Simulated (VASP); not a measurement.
# Sb (R-3m) in VASP: a series of runs

Runs on Sb. Level: r2SCAN. Tasks: single point.

Everything below comes from runs of VASP 6.6.1. Logs are shortened: lines on timing, memory, paths and dates and some standing lists are left out, and cuts for length are marked.

### 1 The cell of the first run

Symmetry: R-3m, No. 166, trigonal system. The conventional cell has a = 4.341 Å, b = 4.341 Å, c = 11.613 Å, α = 90.00°, β = 90.00°, γ = 120.00°. Sb (site symmetry 3m) has 6 Sb at 2.92 to 3.45 Å within 3.8 Å.

### 2 Single point, r2SCAN

POSCAR

```
Sb
1.0
    2.1706020527      1.2531976795      3.8710910875
   -2.1706020527      1.2531976795      3.8710910875
    0.0000000000     -2.5063953589      3.8710910875
Sb
2
Direct
    0.2313018333      0.2313018333      0.2313018333
    0.7686981667      0.7686981667      0.7686981667
```

INCAR.step1

```
PREC = Accurate ; ENCUT = 520
ISMEAR = -1 ; SIGMA = 0.3
LREAL = False ; LASPH = True
NELM = 100 ; NBANDS = 12
GGA = PE ; ALGO = Normal
EDIFF = 1E-4 ; LWAVE = True
LCHARG = False
```

INCAR.step2

```
PREC = Accurate ; ENCUT = 520
EDIFF = 1E-7 ; ISMEAR = -1
SIGMA = 0.3 ; LREAL = False
LASPH = True ; NELM = 100
ALGO = Normal ; ISIF = 2
LWAVE = False ; LCHARG = False
METAGGA = R2SCAN ; LMIXTAU = True
NBANDS = 12 ; ISTART = 1
```

KPOINTS

```
Automatic mesh
0
Gamma
  9 9 9
```

Potentials or basis: VASP PAW PBE potentials, release 64 (Sb).

Started as:

```
> cat potpaw_PBE.64/Sb/POTCAR > POTCAR
> cp INCAR.step1 INCAR
> mpirun -np 1 vasp_std > vasp.out
> cp INCAR.step2 INCAR
> mpirun -np 1 vasp_std > vasp.out
```

OUTCAR:

```text
PREC = Accurate
   ENCUT = 520
   EDIFF = 1E-7
   ISMEAR = -1
   LREAL = False
   LASPH = True
   NELM = 100
   ISIF = 2
   METAGGA = R2SCAN
   ISTART = 1

 ion  position               nearest neighbor table
   1  0.231  0.231  0.231-   2 2.92   2 2.92   2 2.92   2 3.45   2 3.45   2 3.45
   2  0.769  0.769  0.769-   1 2.92   1 2.92   1 2.92   1 3.45   1 3.45   1 3.45

  LATTYP: Found a trigonal (rhomboedric) cell.
 ALAT       =     4.6116552238
 COS(alpha) =     0.5569255040

  Lattice vectors:

 A1 = (   2.1706020527,   1.2531976795,   3.8710910875)
 A2 = (  -2.1706020527,   1.2531976795,   3.8710910875)
 A3 = (   0.0000000000,  -2.5063953589,   3.8710910875)

Analysis of symmetry for initial positions (statically):
=====================================================================
 Subroutine PRICEL returns:
 Original cell was already a primitive cell.

 Routine SETGRP: Setting up the symmetry group for a
 trigonal (rhombohedral) supercell.

 Subroutine GETGRP returns: Found 12 space group operations
 (whereof 12 operations were pure point group operations)
 out of a pool of 12 trial point group operations.

The static configuration has the point symmetry D_3d.

Analysis of symmetry for dynamics (positions and initial velocities):
=====================================================================
 Subroutine PRICEL returns:
 Original cell was already a primitive cell.

 Routine SETGRP: Setting up the symmetry group for a
 trigonal (rhombohedral) supercell.

 Subroutine GETGRP returns: Found 12 space group operations
 (whereof 12 operations were pure point group operations)
 out of a pool of 12 trial point group operations.

The dynamic configuration has the point symmetry D_3d.

 Subroutine INISYM returns: Found 12 space group operations
 (whereof 12 operations are pure point group operations),
 and found     1 'primitive' translations

----------------------------------------------------------------------------------------

                                     Primitive cell

  volume of cell :      63.1807

  direct lattice vectors                    reciprocal lattice vectors
     2.170602053  1.253197679  3.871091087     0.230350837  0.132993118  0.086108367
    -2.170602053  1.253197679  3.871091087    -0.230350837  0.132993118  0.086108367
     0.000000000 -2.506395359  3.871091087     0.000000000 -0.265986236  0.086108367

  length of vectors
     4.611655224  4.611655224  4.611655224     0.279577053  0.279577053  0.279577053

  position of ions in fractional coordinates (direct lattice)
     0.231301833  0.231301833  0.231301833
     0.768698167  0.768698167  0.768698167

  ion indices of the primitive-cell ions
   primitive index   ion index
                 1           1
                 2           2

----------------------------------------------------------------------------------------

 KPOINTS: Automatic mesh

Automatic generation of k-mesh.
 Grid dimensions read from file:
 generate k-points for:    9    9    9

 Generating k-lattice:

  Cartesian coordinates                     Fractional coordinates (reciprocal lattice)
     0.025594537  0.014777013  0.009567596     0.111111111  0.000000000  0.000000000
    -0.025594537  0.014777013  0.009567596     0.000000000  0.111111111  0.000000000
     0.000000000 -0.029554026  0.009567596     0.000000000  0.000000000  0.111111111

  Length of vectors
     0.031064117  0.031064117  0.031064117

  Shift w.r.t. Gamma in fractional coordinates (k-lattice)
     0.000000000  0.000000000  0.000000000

 Subroutine IBZKPT returns following result:
 ===========================================

 Found     85 irreducible k-points:

 Following reciprocal coordinates:
            Coordinates               Weight
  0.000000  0.000000  0.000000      1.000000
  0.111111  0.000000  0.000000      6.000000
  0.222222  0.000000  0.000000      6.000000
  0.333333  0.000000  0.000000      6.000000
  0.444444  0.000000  0.000000      6.000000
  0.111111  0.111111  0.000000      6.000000
[... 16 lines left out ...]
 -0.333333  0.333333  0.000000      6.000000
  0.444444  0.444444  0.000000      6.000000
 [... further k-points ...]
   k-points           NKPTS =     85   k-points in BZ     NKDIM =     85   number of bands    NBANDS=     12
   number of dos      NEDOS =    301   number of ions     NIONS =      2
   total plane-waves  NPLWV =  46656
   dimension x,y,z NGX =    36 NGY =   36 NGZ =   36
   dimension x,y,z NGXF=    72 NGYF=   72 NGZF=   72
   ions per type =               2
   NGX,Y,Z   is equivalent  to a cutoff of  12.98, 12.98, 12.98 a.u.
   NGXF,Y,Z  is equivalent  to a cutoff of  25.96, 25.96, 25.96 a.u.
 SYSTEM =  unknown system
   PREC   = accura    normal or accurate (medium, high low for compatibility)
   ISTART =      1    job   : 0-new  1-cont  2-samecut
   ICHARG =      0    charge: 1-file 2-atom 10-const
   ISPIN  =      1    spin polarized calculation?
   LNONCOLLINEAR =      F non collinear calculations
   LSORBIT =      F    spin-orbit coupling
   LASPH  =      T    aspherical Exc in radial PAW
   ENCUT  =  520.0 eV  38.22 Ry    6.18 a.u.   8.57  8.57  8.57*2*pi/ulx,y,z
   NELM   =    100;   NELMIN=  2; NELMDL=  0     # of ELM steps
   EDIFF  = 0.1E-06   stopping-criterion for ELM
   LREAL  =      F    real-space projection
   EDIFFG = 0.1E-05   stopping-criterion for IOM
   NSW    =      0    number of steps for IOM
   IBRION =     -1    ionic relax: 0-MD 1-quasi-New 2-CG
   NFREE  =      0    steps in history (QN), initial steepest desc. (CG)
   ISIF   =      2    stress and relaxation
   ISYM   =      2    0-nonsym 1-usesym 2-fastsym
   POTIM  = 0.5000    time-step for ionic-motion
   TEBEG  =    0.0;   TEEND  =   0.0 temperature during run
   PSTRESS=    0.0 pullay stress
   NELECT =      10.0000    total number of electrons
   NUPDOWN=      -1.0000    fix difference up-down
   EMIN   =  10.00;   EMAX   =-10.00  energy-range for DOS
   EFERMI =   0.00;   METHOD = LEGACY
   ISMEAR =    -1;   SIGMA  =   0.30  broadening in eV -4-tet -1-fermi 0-gaus
   EFERMI_NEDOS =   21; number of points for ismear=-14 and -15
   IALGO  =     38    algorithm
   IMIX   =      4    mixing-type and parameters
     AMIX     =   0.40;   BMIX     =  1.00
     AMIX_MAG =   1.60;   BMIX_MAG =  1.00
  volume/ion in A,a.u.               =      31.59       213.18
  Fermi-wavevector in a.u.,A,eV,Ry     =   0.885551  1.673448 10.669686  0.784200
  Thomas-Fermi vector in A             =   2.006599
   LORBIT       =      0    0 simple, 1 ext, 2 COOP (PROOUT), +10 PAW based schemes
   METAGGA = R2SCAN    functional components
   LHFCALC =     F    Hartree Fock is set to
   AEXX    =    0.0000 exact exchange contribution
   IVDW    =     0    specifies the selected vdW correction
   LEPSILON=     F    determine dielectric tensor
   LRPA    =     F    only Hartree local field effects (RPA)
 non-spin polarized calculation
  energy-cutoff  :      520.00
  volume of cell :       63.18
 maximum number of plane-waves:      1715
   NGX = 17   NGY = 17   NGZ = 17

 number of electron      10.0000000 magnetization

 Free energy of the ion-electron system (eV)
  ---------------------------------------------------
  ext. energy  EPLUGINS =         0.00000000
  ---------------------------------------------------
  free energy    TOTEN  =       -51.45995185 eV

  energy without entropy =      -51.28217957  energy(sigma->0) =      -51.37106571

 E-fermi :   6.6455     XC(G=0):  -9.7822

 val. band max:        6.6124939022   @ k =   0.4444   0.3333   0.3333
 cond. band min:       6.6662594700   @ k =   0.3333   0.2222   0.2222
 fundamental gap:      0.0537655678
 Fermi energy:         6.6454912524

 k-point     1 :       0.0000    0.0000    0.0000
  band No.  band energies     occupation
      1      -6.3548      2.00000
      2       1.6496      2.00000
      3       4.4719      1.99857
      4       4.7900      1.99589
      5       4.7900      1.99589
      6       8.6151      0.00281
      7       9.3480      0.00024
      8       9.3480      0.00024
      9      12.2936      0.00000
     10      12.2936      0.00000
     11      12.5170      0.00000
     12      13.8868      0.00000

 k-point     2 :       0.1111    0.0000    0.0000
  band No.  band energies     occupation
      1      -6.2163      2.00000
      2       1.0730      2.00000
      3       4.5138      1.99836
      4       4.7410      1.99651
      5       4.9697      1.99253
      6       8.6277      0.00270
      7       9.0385      0.00069
      8       9.0921      0.00057
      9      11.7405      0.00000
     10      12.1925      0.00000
     11      12.2997      0.00000
     12      14.7217      0.00000

 k-point     3 :       0.2222    0.0000    0.0000
  band No.  band energies     occupation
      1      -5.8042      2.00000
      2      -0.1709      2.00000
      3       4.4856      1.99851
      4       4.6341      1.99755
      5       5.3932      1.96970
      6       8.1473      0.01331
      7       8.4176      0.00543
      8       8.4734      0.00451
      9      11.8181      0.00000
     10      12.3474      0.00000
     11      12.8884      0.00000
     12      16.4155      0.00000

 k-point     4 :       0.3333    0.0000    0.0000
  band No.  band energies     occupation
      1      -5.1337      2.00000
      2      -1.5617      2.00000
      3       4.5042      1.99841
      4       4.5388      1.99822
      5       5.8028      1.88631
      6       7.4332      0.13502
      7       7.6396      0.07022
      8       7.8623      0.03405
      9      12.6488      0.00000
     10      13.4917      0.00000
     11      14.0927      0.00000
     12      17.4610      0.00000

 k-point     5 :       0.4444    0.0000    0.0000
  band No.  band energies     occupation
      1      -4.2785      2.00000
      2      -2.8154      2.00000
      3       4.4907      1.99848
      4       4.5648      1.99806
      5       6.2172      1.61307
      6       6.7984      0.75047
      7       7.1213      0.33985
      8       7.5052      0.10776
      9      13.9288      0.00000
     10      15.1997      0.00000
     11      15.7076      0.00000
     12      15.7561      0.00000
[... 228 lines left out ...]
      1      -4.4049      2.00000
      2      -1.5078      2.00000
      3       1.8742      2.00000
      4       3.1376      1.99998
      5       3.4467      1.99995
      6       8.9592      0.00089
      7      10.8030      0.00000
      8      11.5061      0.00000
      9      11.8856      0.00000
     10      15.9862      0.00000
     11      16.1822      0.00000
     12      16.8666      0.00000

 k-point    22 :      -0.4444    0.3333    0.0000
  band No.  band energies     occupation
      1      -3.7702      2.00000
      2      -2.3613      2.00000
      3       1.4942      2.00000
      4       3.3221      1.99997
      5       3.6246      1.99992
      6       9.6086      0.00010
      7      10.1202      0.00002
      8      10.9976      0.00000
      9      12.3906      0.00000
     10      14.9357      0.00000
     11      15.9082      0.00000
     12      17.7778      0.00000

 k-point    23 :      -0.3333    0.3333    0.0000
  band No.  band energies     occupation
      1      -3.2701      2.00000
      2      -3.1204      2.00000
      3       1.5955      2.00000
      4       3.8117      1.99984
      5       4.0435      1.99966
      6       8.9352      0.00097
      7       9.2018      0.00040
      8      12.0840      0.00000
      9      12.2578      0.00000
     10      13.5125      0.00000
     11      14.9896      0.00000
     12      17.2071      0.00000

 k-point    24 :       0.4444    0.4444    0.0000
  band No.  band energies     occupation
      1      -4.1549      2.00000
      2      -1.5459      2.00000
      3       1.4804      2.00000
      4       2.9671      1.99999
      5       3.0185      1.99999
      6       8.4631      0.00466
      7      11.5276      0.00000
      8      12.3965      0.00000
      9      13.1119      0.00000
     10      15.5122      0.00000
     11      16.7553      0.00000
     12      17.6518      0.00000

 [... further k-points ...]

------------------------ aborting loop because EDIFF is reached ----------------------------------------

  FORCE on cell =-STRESS in cart. coord.  units (eV):
  Direction    XX          YY          ZZ          XY          YZ          ZX
  --------------------------------------------------------------------------------------
  -------------------------------------------------------------------------------------
  Total        0.0571498      0.0571498      0.0920114      0.0000000      0.0000000     -0.0000000
  in kB        1.4492418      1.4492418      2.3332858      0.0000000      0.0000000     -0.0000000
  external PRESSURE =       1.7439232 kB  Pullay stress =       0.0000000 kB

 VOLUME and BASIS-vectors are now :
 -----------------------------------------------------------------------------
  energy-cutoff  :      520.00
  volume of cell :       63.18
      direct lattice vectors                 reciprocal lattice vectors
     2.170602053  1.253197679  3.871091087     0.230350837  0.132993118  0.086108367
    -2.170602053  1.253197679  3.871091087    -0.230350837  0.132993118  0.086108367
     0.000000000 -2.506395359  3.871091087     0.000000000 -0.265986236  0.086108367

 POSITION                                       TOTAL-FORCE (eV/Angst)
 -----------------------------------------------------------------------------------
      0.00000      0.00000      2.68617         0.000000      0.000000      0.159612
      0.00000      0.00000      8.92710         0.000000     -0.000000     -0.159612
 -----------------------------------------------------------------------------------
    total drift:                                0.000000     -0.000000      0.000000

  FREE ENERGIE OF THE ION-ELECTRON SYSTEM (eV)
  ---------------------------------------------------
  free  energy   TOTEN  =       -51.4599518531 eV

  energy  without entropy=      -51.2821795724  energy(sigma->0) =      -51.37106571
```

It took 3.1 min on 1 thread of Intel Xeon Platinum 8259CL at 2.50GHz (Skylake/Cascade Lake), shared host; peak memory 0.24 GiB.

What came out:

```
Free energy   : -51.4600 eV
Pressure      : 0.2 GPa
Largest force : 0.160 eV/Å
```

Forces in eV/Å, atoms in the order of the input:
```
Sb   0.000  0.000  0.160
Sb   0.000  0.000 -0.160
```

Levels at points of the mesh, in eV from the Fermi level:
```
           k point  band 2  band 3  band 4  band 5  band 6  band 7  band 8  band 9
(0.00, 0.00, 0.00)   -5.00   -2.17   -1.86   -1.86    1.97    2.70    2.70    5.65
```

Caveat: the PAW data sets were made with another functional, which shifts forces and pressure a little; spin-orbit coupling is left out, which moves the levels of the heavy elements.

### 3 Single point, r2SCAN

POSCAR is that of step 2.

INCAR.step1

```
SYSTEM = Sb
ALGO = Normal ; EDIFF = 1E-4
ENCUT = 520 ; GGA = PE
ISMEAR = -1 ; LASPH = .TRUE.
LCHARG = .FALSE. ; LREAL = .FALSE.
LWAVE = .TRUE. ; NBANDS = 12
NELM = 80 ; PREC = Accurate
SIGMA = 0.6
```

INCAR.step2

```
SYSTEM = Sb
ALGO = Normal ; EDIFF = 1E-6
ENCUT = 520 ; ISIF = 2
ISMEAR = -1 ; ISTART = 1
LASPH = .TRUE. ; LCHARG = .FALSE.
LMIXTAU = .TRUE. ; LREAL = .FALSE.
LWAVE = .FALSE. ; METAGGA = R2SCAN
NBANDS = 12 ; NELM = 80
PREC = Accurate ; SIGMA = 0.6
```

KPOINTS

```
k-points
0
G
  9 9 9
  0 0 0
```

Potentials or basis: VASP PAW PBE potentials, release 64 (Sb).

Started as:

```
> cat potpaw_PBE.64/Sb/POTCAR > POTCAR
> cp INCAR.step1 INCAR
> mpirun -np 1 vasp_std > vasp.out
> cp INCAR.step2 INCAR
> mpirun -np 1 vasp_std > vasp.out
```

OUTCAR:

```text
SYSTEM = Sb
   EDIFF = 1E-6
   ENCUT = 520
   ISIF = 2
   ISMEAR = -1
   ISTART = 1
   LASPH = .TRUE.
   LREAL = .FALSE.
   METAGGA = R2SCAN
   NELM = 80
   PREC = Accurate

 ion  position               nearest neighbor table
   1  0.231  0.231  0.231-   2 2.92   2 2.92   2 2.92   2 3.45   2 3.45   2 3.45
   2  0.769  0.769  0.769-   1 2.92   1 2.92   1 2.92   1 3.45   1 3.45   1 3.45

  LATTYP: Found a trigonal (rhomboedric) cell.
 ALAT       =     4.6116552238
 COS(alpha) =     0.5569255040

  Lattice vectors:

[... 547 lines left out ...]

  FORCE on cell =-STRESS in cart. coord.  units (eV):
  Direction    XX          YY          ZZ          XY          YZ          ZX
  --------------------------------------------------------------------------------------
  -------------------------------------------------------------------------------------
  Total        0.5022804      0.5022804      0.3342024      0.0000000      0.0000000      0.0000000
  in kB       12.7371531     12.7371531      8.4749219      0.0000000      0.0000000      0.0000000
  external PRESSURE =      11.3164093 kB  Pullay stress =       0.0000000 kB

 VOLUME and BASIS-vectors are now :
 -----------------------------------------------------------------------------
  energy-cutoff  :      520.00
  volume of cell :       63.18
      direct lattice vectors                 reciprocal lattice vectors
     2.170602053  1.253197679  3.871091087     0.230350837  0.132993118  0.086108367
    -2.170602053  1.253197679  3.871091087    -0.230350837  0.132993118  0.086108367
     0.000000000 -2.506395359  3.871091087     0.000000000 -0.265986236  0.086108367

 POSITION                                       TOTAL-FORCE (eV/Angst)
 -----------------------------------------------------------------------------------
      0.00000      0.00000      2.68617         0.000000      0.000000      0.417612
      0.00000      0.00000      8.92710         0.000000     -0.000000     -0.417612
 -----------------------------------------------------------------------------------
    total drift:                                0.000000     -0.000000      0.000000

  FREE ENERGIE OF THE ION-ELECTRON SYSTEM (eV)
  ---------------------------------------------------
  free  energy   TOTEN  =       -51.8123471390 eV

  energy  without entropy=      -50.7342710066  energy(sigma->0) =      -51.27330907
```

OUTCAR.step1:

```text
SYSTEM = Sb
   EDIFF = 1E-4
   ENCUT = 520
   GGA = PE
   ISMEAR = -1
   LASPH = .TRUE.
   LREAL = .FALSE.
[... 580 lines left out ...]
      0.00000      0.00000      2.68617         0.000000      0.000000      0.595234
      0.00000      0.00000      8.92710         0.000000     -0.000000     -0.595234
 -----------------------------------------------------------------------------------
    total drift:                                0.000000     -0.000000      0.000000

  FREE ENERGIE OF THE ION-ELECTRON SYSTEM (eV)
  ---------------------------------------------------
  free  energy   TOTEN  =        -8.7434327132 eV

  energy  without entropy=       -7.5485524908  energy(sigma->0) =       -8.14599260
```

OSZICAR.step1:

```text
N       E                     dE             d eps       ncg     rms          rms(c)
DAV:   1     0.349498860577E+02    0.34950E+02   -0.35467E+03  2040   0.655E+02
DAV:   2    -0.666377964332E+01   -0.41614E+02   -0.40161E+02  2716   0.106E+02
DAV:   3    -0.872478115308E+01   -0.20610E+01   -0.20337E+01  2528   0.261E+01
DAV:   4    -0.874349792350E+01   -0.18717E-01   -0.18707E-01  2364   0.301E+00
DAV:   5    -0.874374070065E+01   -0.24278E-03   -0.24277E-03  2528   0.376E-01    0.277E+00
DAV:   6    -0.874338217388E+01    0.35853E-03   -0.18619E-03  2384   0.296E-01    0.167E+00
DAV:   7    -0.874330235649E+01    0.79817E-04   -0.45531E-03  2428   0.451E-01    0.747E-02
DAV:   8    -0.874341241985E+01   -0.11006E-03   -0.11129E-04  2136   0.675E-02    0.188E-02
DAV:   9    -0.874343271318E+01   -0.20293E-04   -0.27654E-05  1452   0.343E-02
   1 F= -.87434327E+01 E0= -.81459926E+01  d E =-.119488E+01
```

Run time: 2.9 min. Hardware: 1 thread of Intel Xeon Platinum 8259CL at 2.50GHz (Skylake/Cascade Lake), shared host; peak memory 0.24 GiB.

What came out:

| Property | Result |
| --- | --- |
| Free energy | -51.8123 eV |
| Pressure | 1.1 GPa |
| Largest force | 0.418 eV/Å |

Forces in eV/Å, atoms in the order of the input:
```
Sb   0.000  0.000  0.418
Sb   0.000  0.000 -0.418
```

Caveat: the PAW data sets were made with another functional, which shifts forces and pressure a little; spin-orbit coupling is left out, which moves the levels of the heavy elements.

(Continued in part 2 of 2.)
